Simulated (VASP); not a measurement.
Write the native input for VASP 6.6.1 that does the following.

```yaml
Task: single point
Functional: PBE
Potentials_or_basis: VASP PAW PBE potentials, release 64 (Si, Hf_pv)
Cutoff: 400 eV
k_mesh: 1 × 1 × 1, shifted
Occupations: fermi-dirac, width 0.05 eV
Spin: no spin polarisation
Dipole_correction: no
Further_INCAR_settings: LREAL = Auto; ALGO = Normal; EDIFF = 1e-06; NBANDS = 71; ISYM = -1
```

The structure of HfSi3 lies in POSCAR:

```
HfSi3
1.0
    6.7792930000     -0.0738530000     -0.2467120000
   -0.0738530000      7.0813630000     -0.0543890000
   -0.2467120000     -0.0543890000      7.0472650000
Si Hf
15 5
Direct
    0.0432546390      0.0203786738      0.8730497312
    0.3903643375      0.3684925117      0.9408457757
    0.8985629616      0.7037586716      0.3740470943
    0.5662180633      0.1306177353      0.4664857869
    0.4795004709      0.6786724289      0.6170968219
    0.6401367408      0.3586774368      0.7191548101
    0.4134021842      0.9868559632      0.9186106083
    0.1647494086      0.4750046116      0.4311504792
    0.0393638554      0.7207351644      0.6652114828
    0.4484920551      0.8286786643      0.2900209338
    0.2939727739     -0.0215747642      0.5657484402
    0.5879393350      0.6370750451     -0.0076197555
    1.0317017075      0.3845957889      0.8526930621
    0.9031874448      0.3588580548      0.1931465770
    0.7107852823      0.9546543907      0.7497592266
    0.1343864435      0.6773819360      0.0463795351
    0.7555937811      0.0012905273      0.1430587956
    0.5731115771      0.4729883702      0.3243364437
    0.9563372935      0.1689871119      0.5479729975
    0.2607786678      0.1660348652      0.2125588717
```

These files were run (other wordings do the same):

INCAR

```
  ALGO = Normal
  EDIFF = 1E-6
  ENCUT = 400
  GGA = PE
  GGA_COMPAT = F
  ISIF = 2
  ISMEAR = -1
  ISYM = -1
  LASPH = T
  LCHARG = F
  LREAL = Auto
  LWAVE = F
  NBANDS = 71
  NELM = 120
  PREC = Accurate
  SIGMA = 0.05
```

KPOINTS

```
explicit points
1
Reciprocal
  0.25000000   0.25000000   0.25000000 1
```

Potentials or basis: VASP PAW PBE potentials, release 64 (Si, Hf_pv).

Launch:

```bash
$ cat potpaw_PBE.64/Si/POTCAR potpaw_PBE.64/Hf_pv/POTCAR > POTCAR
$ mpirun -np 1 vasp_std > vasp.out
```

It gave:

```yaml
Pressure: 2.2 GPa
Largest_force: 1.926 eV/Å
```

Caveat: the atoms stand as in a frame of molecular dynamics.

Wall time 24 s on 1 thread of Intel(R) Xeon(R) 6975P-C (Granite Rapids), on a shared host, peak memory 0.3 GiB.
